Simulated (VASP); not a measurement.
Hf4C3:

```
Hf C
1.0
    -2.46828    2.46828    2.46828
     2.46828   -2.46828    2.46828
     2.46828    2.46828   -2.46828
Hf C
4 3
Cartesian
  0.7007 0.7007 0.7007
  1.7676 1.7676 -1.7676
  1.7676 -1.7676 1.7676
  -1.7676 1.7676 1.7676
  2.4683 0.0000 0.0000
  0.0000 2.4683 0.0000
  0.0000 0.0000 2.4683
```

* Program: VASP 6.6.1
* Task: relaxation of cell and atoms
* Functional: PBE
* Potentials or basis: VASP PAW PBE potentials, release 64 (Hf_pv, C)
* Cutoff: 600 eV
* k mesh: 6 × 6 × 6
* Occupations: gaussian, width 0.1 eV
* Spin: no spin polarisation

At the start: pressure 316.7 GPa; volume 8.59 Å³/atom.

Problem. Where does the relaxation end?

Solution. Over 16 steps the energy falls by 6410.5 meV/atom and the volume is 13.31 Å³/atom (+54.9 %); space group I-43m (No. 217, to 0.05 Å).

The path:
```tsv
step	energy change (eV)	largest force (eV/Å)	pressure (GPa)	volume (Å³)
1	0.0000	46.4618	316.65	60.15
2	-1.7778	10.2224	-2.37	362.21
3	-10.8181	2.7316	-11.06	302.75
4	-15.0438	0.7052	-16.83	267.63
5	-37.6290	0.4386	-36.30	139.09
6	-42.9042	1.6387	-0.16	94.18
7	-43.1138	1.6641	-12.72	100.77
8	-43.1124	1.6704	-9.97	99.11
9	-43.7303	2.0180	8.96	89.23
10	-43.7309	2.0215	10.27	88.71
11	-44.1955	1.6414	11.34	87.97
12	-44.5547	0.3460	15.26	86.78
13	-44.8653	0.2149	-1.48	93.66
14	-44.8665	0.2312	-0.57	93.22
15	-44.8712	0.1380	-0.41	93.19
16	-44.8737	0.0055	-0.18	93.15
```

Final structure:
```yaml
crystal:
  lattice:
    - [-2.85568, 2.85568, 2.85568]
    - [2.85568, -2.85568, 2.85568]
    - [2.85568, 2.85568, -2.85568]
  atoms:
    - { symbol: Hf, position: [0.61386, 0.61386, 0.61386] }
    - { symbol: Hf, position: [0.00000, 0.00000, 0.38614] }
    - { symbol: Hf, position: [0.00000, 0.38614, 0.00000] }
    - { symbol: Hf, position: [0.38614, 0.00000, 0.00000] }
    - { symbol: C, position: [0.00000, 0.50000, 0.50000] }
    - { symbol: C, position: [0.50000, 0.00000, 0.50000] }
    - { symbol: C, position: [0.50000, 0.50000, 0.00000] }
```

Caveat: the volume moved by over 15 % at a fixed basis, so the end points are rough.
